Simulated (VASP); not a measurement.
Crystal: Zr3C2N.

```
Zr C N
1.0
     5.34489    0.00000    0.00000
    -2.67245    4.62881    0.00000
     0.00000    0.00000    3.23803
Zr C N
3 2 1
Direct
  0.50000 0.00000 0.50000
  0.50000 0.50000 0.50000
  0.00000 0.50000 0.50000
  0.33333 0.66667 0.00000
  0.66667 0.33333 0.00000
  0.00000 0.00000 0.00000
```

* Program: VASP 6.6.1
* Task: relaxation of cell and atoms
* Functional: PBE
* Potentials or basis: VASP PAW PBE potentials, release 64 (Zr_sv, C, N)
* Cutoff: 600 eV
* k mesh: 6 × 6 × 6
* Occupations: gaussian, width 0.1 eV
* Spin: no spin polarisation

At the start: pressure 28.2 GPa; volume 13.35 Å³/atom.

How do energy, volume and symmetry change on relaxing?

Over 7 steps the energy falls by 369.5 meV/atom and the volume is 15.89 Å³/atom (+19.0 %); space group P6/mmm (No. 191, to 0.05 Å).

Step by step:
| step | energy change (eV) | largest force (eV/Å) | pressure (GPa) | volume (Å³) |
| --- | --- | --- | --- | --- |
| 1 | 0.0000 | 0.0000 | 28.23 | 80.11 |
| 2 | -1.3861 | 0.0000 | -15.90 | 109.92 |
| 3 | -1.9482 | 0.0000 | -5.31 | 98.22 |
| 4 | -2.1046 | 0.0000 | 1.61 | 95.06 |
| 5 | -2.2120 | 0.0000 | -1.42 | 96.34 |
| 6 | -2.2151 | 0.0000 | 0.90 | 94.72 |
| 7 | -2.2169 | 0.0000 | 0.01 | 95.33 |

Final structure:
```
CELL_PARAMETERS angstrom
5.95097 0.00000 0.00000
-2.97548 5.15369 0.00000
0.00000 0.00000 3.10837
ATOMIC_POSITIONS crystal
Zr 0.50000 0.00000 0.50000
Zr 0.50000 0.50000 0.50000
Zr 0.00000 0.50000 0.50000
C 0.33333 0.66667 0.00000
C 0.66667 0.33333 0.00000
N 0.00000 0.00000 0.00000
```

Caveat: the volume moved by over 15 % at a fixed basis, so the end points are rough.
